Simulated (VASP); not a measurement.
Ga: single point with LDA

Crystal: Ga.

```
Ga
1.0
     1.34943   -3.89416    0.00000
     1.34943    3.89416    0.00000
     0.00000    0.00000    3.29375
Ga
2
Direct
  0.86627 0.13373 0.25000
  0.13373 0.86627 0.75000
```

```yaml
Program: VASP 6.6.1
Task: single point
Functional: LDA
Potentials_or_basis: VASP PAW LDA potentials, release 64 (Ga_d)
Cutoff: 520 eV
k_mesh: 16 × 16 × 14
Occupations: gaussian, width 0.1 eV
Spin: no spin polarisation
Dipole_correction: no
Further_INCAR_settings: ALGO = Fast; EDIFF = 1e-06; NBANDS = 20
```

The pressure is 0.1 GPa and the band gap on the k mesh is zero (bands 13 and 14 overlap by 8.75 eV).

Levels at points of the mesh, in eV from the Fermi level:
| k point | band 9 | band 10 | band 11 | band 12 | band 13 | band 14 | band 15 | band 16 | band 17 | band 18 |
| --- | --- | --- | --- | --- | --- | --- | --- | --- | --- | --- |
| (0.00, 0.00, 0.00) | -14.96 | -14.81 | -11.86 | -2.16 | -1.40 | 1.24 | 5.30 | 10.00 | 10.54 | 11.05 |
| (0.50, 0.00, 0.00) | -14.88 | -14.84 | -6.25 | -5.42 | -1.48 | 0.23 | 5.97 | 6.78 | 8.60 | 9.66 |
| (0.50, 0.50, 0.00) | -14.92 | -14.88 | -9.68 | -8.89 | 3.65 | 4.60 | 5.84 | 6.13 | 7.80 | 11.60 |
| (0.00, 0.00, 0.50) | -14.88 | -14.88 | -8.30 | -8.30 | 1.71 | 1.71 | 2.76 | 2.76 | 12.23 | 12.23 |
| (0.50, 0.00, 0.50) | -14.84 | -14.84 | -2.97 | -2.97 | -1.86 | -1.86 | 2.07 | 2.07 | 4.69 | 4.69 |
| (0.50, 0.50, 0.50) | -14.97 | -14.97 | -6.34 | -6.34 | -4.74 | -4.74 | 11.37 | 11.37 | 12.61 | 12.61 |

Run time: 8.5 min on 1 thread of Intel Xeon 8259CL (shared host), peak memory 0.4 GiB.
